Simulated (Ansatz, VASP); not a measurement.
Given: the input of a run of VASP 6.6.1 on AlN.

File POSCAR:

```
AlN
1.0
    0.0000000000      2.0345180000      2.0345180000
    2.0345180000      0.0000000000      2.0345180000
    2.0345180000      2.0345180000      0.0000000000
Al N
1 1
Direct
    0.5000000000      0.5000000000      0.5000000000
    0.0000000000      0.0000000000      0.0000000000
```

INCAR.step1

```
SYSTEM = AlN
PREC = Accurate
ENCUT = 600
EDIFF = 1E-5
ISMEAR = -1
SIGMA = 0.05
LREAL = .False.
LASPH = .True.
NELM = 100
ALGO = Normal
LWAVE = .True.
LCHARG = .False.
GGA = PE
NBANDS = 11
```

The input INCAR.step2:

```
SYSTEM = AlN
PREC = Accurate
ENCUT = 600
EDIFF = 1E-6
ISMEAR = -1
SIGMA = 0.05
LREAL = .False.
LASPH = .True.
NELM = 100
ALGO = Normal
ISIF = 3
LWAVE = .False.
LCHARG = .False.
GGA = PS
LHFCALC = .True.
AEXX = 0.25
PRECFOCK = Normal
IBRION = 2
NSW = 60
EDIFFG = -0.01
ISTART = 1
```

KPOINTS

```
regular mesh
0
Gamma
  6 6 6
  0 0 0
```

Potentials or basis: VASP PAW PBE potentials, release 64 (Al, N).

Run with:

```console
$ cat potpaw_PBE.64/Al/POTCAR potpaw_PBE.64/N/POTCAR > POTCAR
$ cp INCAR.step1 INCAR
$ mpirun -np 1 vasp_std > vasp.out
$ cp INCAR.step2 INCAR
$ mpirun -np 1 vasp_std > vasp.out
```

Q: Translate it to Ansatz 0.2.0. Potentials there: Ansatz PAW.

A: As run (the cutoff follows the program's own potentials):

File input:

```
crystal:
  lattice:
    - [0.0, 2.034518, 2.034518]
    - [2.034518, 0.0, 2.034518]
    - [2.034518, 2.034518, 0.0]
  atoms:
    - { symbol: Al, position: [0.5, 0.5, 0.5] }
    - { symbol: "N", position: [0.0, 0.0, 0.0] }
hamiltonian:
  xc: { exchange: pbesol, correlation: pbesol, exx: { coeff: 0.25 } }
  pseudopotentials: { kind: paw }
kpoints:
  mp_grid: { grid: [6, 6, 6] }
scf:
  occupations: { method: fermi_dirac, width: 0.05 }
output:
  forces: true
  stress: true
  eigenvalues: true
relax:
  f_tol: 0.01
  max_steps: 40
  cell: { stress_tol: 0.05 }
```

Both were run:

|  | VASP | Ansatz | Ansatz less VASP |
| --- | --- | --- | --- |
| gap on the k mesh at the Fermi level, each at its own relaxed structure (eV) | 6.93 | 6.97 | +0.042 |
| relaxed volume (Å³/atom) | 8.09 | 8.08 | -0.008 |
| relaxed cell length with the largest relative difference (Å) | 2.839 | 2.838 | -0.0010 |

VASP's potentials were made for PBE, not for PBEsol-based global hybrid.

The k mesh is coarse, so the values compare programs but aren't converged. Noted on Ansatz's run: the plane-wave basis is chosen anew once the cell has moved, so the energies of steps on either side of that aren't comparable.
